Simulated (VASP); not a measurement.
# LiH (F-43m) in VASP: settings compared

Aim: see how the results for LiH move with the level of theory and the settings. Levels: HSE06, PBE0. Tasks: single point.

Program: VASP 6.6.1. These are calculated values, not measurements. Logs are shortened: lines on timing, memory, paths and dates and some standing lists are left out, and cuts for length are marked.

**1. The cell of the first run**

It takes space group F-43m (No. 216, cubic). The conventional cell has a = 4.290 Å, b = 4.290 Å, c = 4.290 Å, α = 90.00°, β = 90.00°, γ = 90.00°. Li (site symmetry -43m) has 4 H at 1.86 Å within 2.5 Å. Within 2.5 Å of H (site symmetry -43m) lie 4 Li at 1.86 Å.

**2. Single point, HSE06**

Contents of POSCAR:

```
LiH
1.0
    0.0000000000      2.1451220117      2.1451220117
    2.1451220117      0.0000000000      2.1451220117
    2.1451220117      2.1451220117      0.0000000000
Li H
1 1
Direct
    0.0000000000      0.0000000000      0.0000000000
    0.2500000000      0.2500000000      0.2500000000
```

Contents of INCAR.step1:

```
SYSTEM = LiH
ALGO = Normal
EDIFF = 1E-5
ENCUT = 520
GGA = PE
ISIF = 2
ISMEAR = 0
LASPH = .TRUE.
LREAL = .FALSE.
LWAVE = .TRUE.
NBANDS = 9
NELM = 100
PREC = Accurate
SIGMA = 0.01
```

Contents of INCAR.step2:

```
SYSTEM = LiH
ALGO = Normal
EDIFF = 1E-7
ENCUT = 520
GGA = PE
HFSCREEN = 0.2079
ISIF = 2
ISMEAR = 0
ISTART = 1
LASPH = .TRUE.
LCHARG = .TRUE.
LELF = .TRUE.
LHFCALC = .TRUE.
LREAL = .FALSE.
LVHAR = .TRUE.
LWAVE = .FALSE.
NBANDS = 9
NELM = 100
PREC = Accurate
PRECFOCK = Normal
SIGMA = 0.01
```

Contents of KPOINTS:

```
k-points
0
G
  6 6 6
  0 0 0
```

Potentials or basis: VASP PAW PBE potentials, release 64 (Li_sv, H).

On the command line:

```bash
$ cat potpaw_PBE.64/Li_sv/POTCAR potpaw_PBE.64/H/POTCAR > POTCAR
$ cp INCAR.step1 INCAR
$ mpirun -np 1 vasp_std > vasp.out
$ cp INCAR.step2 INCAR
$ mpirun -np 1 vasp_std > vasp.out
```

OUTCAR:

```text
SYSTEM = LiH
   EDIFF = 1E-7
   ENCUT = 520
   GGA = PE
   HFSCREEN = 0.2079
   ISIF = 2
   ISMEAR = 0
   ISTART = 1
   LASPH = .TRUE.
   LHFCALC = .TRUE.
   LREAL = .FALSE.
   NELM = 100
   PREC = Accurate
   PRECFOCK = Normal

 ion  position               nearest neighbor table
   1  0.000  0.000  0.000-
   2  0.250  0.250  0.250-

  LATTYP: Found a face centered cubic cell.
 ALAT       =     4.2902440234

  Lattice vectors:

 A1 = (   0.0000000000,   2.1451220117,   2.1451220117)
 A2 = (   2.1451220117,   0.0000000000,   2.1451220117)
 A3 = (   2.1451220117,   2.1451220117,   0.0000000000)

Analysis of symmetry for initial positions (statically):
=====================================================================
 Subroutine PRICEL returns:
 Original cell was already a primitive cell.

 Routine SETGRP: Setting up the symmetry group for a
 face centered cubic supercell.

 Subroutine GETGRP returns: Found 24 space group operations
 (whereof 24 operations were pure point group operations)
 out of a pool of 48 trial point group operations.

The static configuration has the point symmetry T_d .

Analysis of symmetry for dynamics (positions and initial velocities):
=====================================================================
 Subroutine PRICEL returns:
 Original cell was already a primitive cell.

 Routine SETGRP: Setting up the symmetry group for a
 face centered cubic supercell.

 Subroutine GETGRP returns: Found 24 space group operations
 (whereof 24 operations were pure point group operations)
 out of a pool of 48 trial point group operations.

The dynamic configuration has the point symmetry T_d .

 Subroutine INISYM returns: Found 24 space group operations
 (whereof 24 operations are pure point group operations),
 and found     1 'primitive' translations

----------------------------------------------------------------------------------------

                                     Primitive cell

  volume of cell :      19.7418

  direct lattice vectors                    reciprocal lattice vectors
     0.000000000  2.145122012  2.145122012    -0.233086975  0.233086975  0.233086975
     2.145122012  0.000000000  2.145122012     0.233086975 -0.233086975  0.233086975
     2.145122012  2.145122012  0.000000000     0.233086975  0.233086975 -0.233086975

  length of vectors
     3.033660642  3.033660642  3.033660642     0.403718483  0.403718483  0.403718483

  position of ions in fractional coordinates (direct lattice)
     0.000000000  0.000000000  0.000000000
     0.250000000  0.250000000  0.250000000

  ion indices of the primitive-cell ions
   primitive index   ion index
                 1           1
                 2           2

----------------------------------------------------------------------------------------

 KPOINTS: k-points

Automatic generation of k-mesh.
 Grid dimensions read from file:
 generate k-points for:    6    6    6

 Generating k-lattice:

  Cartesian coordinates                     Fractional coordinates (reciprocal lattice)
    -0.038847829  0.038847829  0.038847829     0.166666667  0.000000000  0.000000000
     0.038847829 -0.038847829  0.038847829     0.000000000  0.166666667  0.000000000
     0.038847829  0.038847829 -0.038847829     0.000000000  0.000000000  0.166666667

  Length of vectors
     0.067286414  0.067286414  0.067286414

  Shift w.r.t. Gamma in fractional coordinates (k-lattice)
     0.000000000  0.000000000  0.000000000

 Subroutine IBZKPT returns following result:
 ===========================================

 Found     16 irreducible k-points:

 Following reciprocal coordinates:
            Coordinates               Weight
  0.000000  0.000000  0.000000      1.000000
  0.166667  0.000000  0.000000      8.000000
  0.333333  0.000000  0.000000      8.000000
  0.500000  0.000000  0.000000      4.000000
  0.166667  0.166667  0.000000      6.000000
  0.333333  0.166667  0.000000     24.000000
[... 8 lines left out ...]
 -0.333333  0.333333  0.166667     24.000000
 -0.333333  0.500000  0.166667     12.000000
   k-points           NKPTS =     16   k-points in BZ     NKDIM =    216   number of bands    NBANDS=      9
   number of dos      NEDOS =    301   number of ions     NIONS =      2
   total plane-waves  NPLWV =  13824
   dimension x,y,z NGX =    24 NGY =   24 NGZ =   24
   dimension x,y,z NGXF=    48 NGYF=   48 NGZF=   48
   ions per type =               1   1
   NGX,Y,Z   is equivalent  to a cutoff of  13.15, 13.15, 13.15 a.u.
   NGXF,Y,Z  is equivalent  to a cutoff of  26.30, 26.30, 26.30 a.u.
 SYSTEM =  LiH
   PREC   = accura    normal or accurate (medium, high low for compatibility)
   ISTART =      1    job   : 0-new  1-cont  2-samecut
   ICHARG =      0    charge: 1-file 2-atom 10-const
   ISPIN  =      1    spin polarized calculation?
   LNONCOLLINEAR =      F non collinear calculations
   LSORBIT =      F    spin-orbit coupling
   LASPH  =      T    aspherical Exc in radial PAW
   ENCUT  =  520.0 eV  38.22 Ry    6.18 a.u.   5.64  5.64  5.64*2*pi/ulx,y,z
   NELM   =    100;   NELMIN=  2; NELMDL=  0     # of ELM steps
   EDIFF  = 0.1E-06   stopping-criterion for ELM
   LREAL  =      F    real-space projection
   EDIFFG = 0.1E-05   stopping-criterion for IOM
   NSW    =      0    number of steps for IOM
   IBRION =     -1    ionic relax: 0-MD 1-quasi-New 2-CG
   NFREE  =      0    steps in history (QN), initial steepest desc. (CG)
   ISIF   =      2    stress and relaxation
   ISYM   =      3    0-nonsym 1-usesym 2-fastsym
   POTIM  = 0.5000    time-step for ionic-motion
   TEBEG  =    0.0;   TEEND  =   0.0 temperature during run
   PSTRESS=    0.0 pullay stress
   NELECT =       4.0000    total number of electrons
   NUPDOWN=      -1.0000    fix difference up-down
   EMIN   =  10.00;   EMAX   =-10.00  energy-range for DOS
   EFERMI =   0.00;   METHOD = LEGACY
   ISMEAR =     0;   SIGMA  =   0.01  broadening in eV -4-tet -1-fermi 0-gaus
   EFERMI_NEDOS =   21; number of points for ismear=-14 and -15
   IALGO  =     38    algorithm
   IMIX   =      1    mixing-type and parameters
     AMIX     =   0.40;   BMIX     =  1.00
     AMIX_MAG =   1.60;   BMIX_MAG =  1.00
  volume/ion in A,a.u.               =       9.87        66.61
  Fermi-wavevector in a.u.,A,eV,Ry     =   0.961537  1.817042 12.579322  0.924554
  Thomas-Fermi vector in A             =   2.090918
   LORBIT       =      0    0 simple, 1 ext, 2 COOP (PROOUT), +10 PAW based schemes
   GGA     = PE    functional components
   LHFCALC =     T    Hartree Fock is set to
   PRECFOCK=normal    Normal, Fast or Accurate (Low or Medium for compatibility)
   ENCUT4O =  -1.0   cutoff for four orbital integrals eV
   NKREDX  =     1    reduce k-point grid by
   NKREDY  =     1    reduce k-point grid by
   NKREDZ  =     1    reduce k-point grid by
   AEXX    =    0.2500 exact exchange contribution
   HFSCREEN=    0.2079 screening length (either q_TF or 0.3 A-1)
   HFSCREENC=   0.2079 screening length for correlation (either q_TF or 0.3 A-1)
   ENCUTFOCK=  -1.0 apply spherical cutoff to Coloumb kernel
   IVDW    =     0    specifies the selected vdW correction
   LEPSILON=     F    determine dielectric tensor
   LRPA    =     F    only Hartree local field effects (RPA)
 non-spin polarized calculation
 Gauss-broadening in eV      SIGMA  =   0.01
  energy-cutoff  :      520.00
  volume of cell :       19.74
 maximum number of plane-waves:       544
 NGX is ok and might be reduce to    24
  NGX = 18; NGY = 18; NGZ = 18

 number of electron       3.9999993 magnetization

 Free energy of the ion-electron system (eV)
  ---------------------------------------------------
  ext. energy  EPLUGINS =         0.00000000
  ---------------------------------------------------
  free energy    TOTEN  =        -6.68262064 eV

  energy without entropy =       -6.68262064  energy(sigma->0) =       -6.68262064

 E-fermi :  -2.3460     XC(G=0):  -6.4779

 val. band max:       -2.5198766341   @ k =  -0.3333   0.5000   0.1667
 cond. band min:       2.8257666412   @ k =   0.5000   0.0000   0.0000
 fundamental gap:      5.3456432753
 Fermi energy:        -2.3460163855

 k-point     1 :       0.0000    0.0000    0.0000
  band No.  band energies     occupation
      1     -48.6800      2.00000
      2      -6.5729      2.00000
      3      12.2393      0.00000
      4      16.4357      0.00000
      5      16.4357      0.00000
      6      16.4357      0.00000
      7      18.9851      0.00000
      8      18.9851      0.00000
      9      18.9851      0.00000

 k-point     2 :       0.1667    0.0000    0.0000
  band No.  band energies     occupation
      1     -48.6736      2.00000
      2      -6.0740      2.00000
      3       9.5524      0.00000
      4      14.8746      0.00000
      5      15.3036      0.00000
      6      15.3036      0.00000
      7      20.5123      0.00000
      8      20.5123      0.00000
      9      22.5363      0.00000

 k-point     3 :       0.3333    0.0000    0.0000
  band No.  band energies     occupation
      1     -48.6606      2.00000
      2      -4.7069      2.00000
      3       5.0740      0.00000
      4      14.3990      0.00000
      5      14.3990      0.00000
      6      15.1298      0.00000
      7      19.0355      0.00000
      8      19.0355      0.00000
      9      21.4123      0.00000

 k-point     4 :       0.5000    0.0000    0.0000
  band No.  band energies     occupation
      1     -48.6542      2.00000
      2      -3.5949      2.00000
      3       2.8258      0.00000
      4      14.1865      0.00000
      5      14.1865      0.00000
      6      15.2015      0.00000
      7      18.0194      0.00000
      8      18.0194      0.00000
      9      21.7420      0.00000
[... 109 lines left out ...]
 k-point    14 :       0.5000    0.3333    0.1667
  band No.  band energies     occupation
      1     -48.6523      2.00000
      2      -3.6434      2.00000
      3       5.0822      0.00000
      4       8.9577      0.00000
      5      11.3524      0.00000
      6      15.6042      0.00000
      7      18.0598      0.00000
      8      22.7014      0.00000
      9      26.4583      0.00000

 k-point    15 :      -0.3333    0.3333    0.1667
  band No.  band energies     occupation
      1     -48.6480      2.00000
      2      -2.7567      2.00000
      3       3.8462      0.00000
      4       7.9189      0.00000
      5      10.6547      0.00000
      6      16.3440      0.00000
      7      19.1950      0.00000
      8      22.3449      0.00000
      9      25.0401      0.00000

 k-point    16 :      -0.3333    0.5000    0.1667
  band No.  band energies     occupation
      1     -48.6460      2.00000
      2      -2.5199      2.00000
      3       5.6543      0.00000
      4       5.6763      0.00000
      5       9.8902      0.00000
      6      15.0036      0.00000
      7      18.6637      0.00000
      8      23.0859      0.00000
      9      27.2607      0.00000

------------------------ aborting loop because EDIFF is reached ----------------------------------------

  FORCE on cell =-STRESS in cart. coord.  units (eV):
  Direction    XX          YY          ZZ          XY          YZ          ZX
  --------------------------------------------------------------------------------------
  -------------------------------------------------------------------------------------
  Total       -0.0538781     -0.0538781     -0.0538781      0.0000000      0.0000000     -0.0000000
  in kB       -4.3725676     -4.3725676     -4.3725676      0.0000000      0.0000000     -0.0000000
  external PRESSURE =      -4.3725676 kB  Pullay stress =       0.0000000 kB

 VOLUME and BASIS-vectors are now :
 -----------------------------------------------------------------------------
  energy-cutoff  :      520.00
  volume of cell :       19.74
      direct lattice vectors                 reciprocal lattice vectors
     0.000000000  2.145122012  2.145122012    -0.233086975  0.233086975  0.233086975
     2.145122012  0.000000000  2.145122012     0.233086975 -0.233086975  0.233086975
     2.145122012  2.145122012  0.000000000     0.233086975  0.233086975 -0.233086975

 POSITION                                       TOTAL-FORCE (eV/Angst)
 -----------------------------------------------------------------------------------
      0.00000      0.00000      0.00000        -0.000000     -0.000000     -0.000000
      1.07256      1.07256      1.07256         0.000000      0.000000      0.000000
 -----------------------------------------------------------------------------------
    total drift:                                0.000002      0.000000      0.000001

  FREE ENERGIE OF THE ION-ELECTRON SYSTEM (eV)
  ---------------------------------------------------
  free  energy   TOTEN  =        -6.6826206353 eV

  energy  without entropy=       -6.6826206353  energy(sigma->0) =       -6.68262064
```

It took 5.7 min on 1 thread of AMD EPYC 7R43 (Zen 3), shared host; peak memory 0.19 GiB.

What came out:

```yaml
Free_energy: -6.6826 eV
Band_gap_on_the_k_mesh: 5.35 eV, indirect (least direct gap 6.42 eV)
```

Caveat: the k points lie up to 0.42 Å⁻¹ apart; the cutoff is under 1.25 times the usual one of these potentials, so pressure, stress and relaxed cells hold a basis-set (Pulay) error; the PAW data sets were made with another functional, which shifts forces and pressure a little. A k mesh can miss the band edges.

**3. Single point, PBE0**

POSCAR is that of step 2.

Contents of INCAR.step1:

```
PREC = Accurate ; ENCUT = 520
EDIFF = 1E-5 ; ISMEAR = 0
SIGMA = 0.01 ; LREAL = F
LASPH = T ; NELM = 80
ALGO = Normal ; ISIF = 2
LWAVE = T ; LCHARG = F
GGA = PE ; NBANDS = 9
```

Contents of INCAR.step2:

```
PREC = Accurate ; ENCUT = 520
EDIFF = 1E-6 ; ISMEAR = 0
SIGMA = 0.01 ; LREAL = F
LASPH = T ; NELM = 80
ALGO = Normal ; ISIF = 2
LWAVE = F ; LCHARG = F
GGA = PE ; LHFCALC = T
AEXX = 0.25 ; PRECFOCK = Normal
ISTART = 1 ; NBANDS = 9
```

Contents of KPOINTS:

```
regular mesh
0
Gamma
  6 6 6
```

Potentials or basis: VASP PAW PBE potentials, release 64 (Li_sv, H).

On the command line:

```bash
$ cat potpaw_PBE.64/Li_sv/POTCAR potpaw_PBE.64/H/POTCAR > POTCAR
$ cp INCAR.step1 INCAR
$ mpirun -np 1 vasp_std > vasp.out
$ cp INCAR.step2 INCAR
$ mpirun -np 1 vasp_std > vasp.out
```

Run time: 2.6 min. Hardware: 1 thread of AMD EPYC 7R43 (Zen 3), shared host; peak memory 0.1 GiB.

It converged, with:

* Free energy: -7.0347 eV
* Band gap on the k mesh: 6.09 eV, indirect (least direct gap 7.17 eV)

Levels at points of the mesh, in eV from the valence-band top:
```tsv
k point	band 1	band 2	band 3	band 4	band 5	band 6	band 7
(0.00, 0.00, 0.00)	-46.19	-4.10	15.52	19.76	19.76	19.76	22.30
(0.50, 0.00, 0.00)	-46.16	-1.09	6.09	17.51	17.51	18.48	21.32
(0.50, 0.50, 0.00)	-46.16	-0.28	9.18	12.10	13.01	13.01	20.79
```

Caveat: the k points lie up to 0.42 Å⁻¹ apart; the cutoff is under 1.25 times the usual one of these potentials, so pressure, stress and relaxed cells hold a basis-set (Pulay) error; the PAW data sets were made with another functional, which shifts forces and pressure a little. A k mesh can miss the band edges.
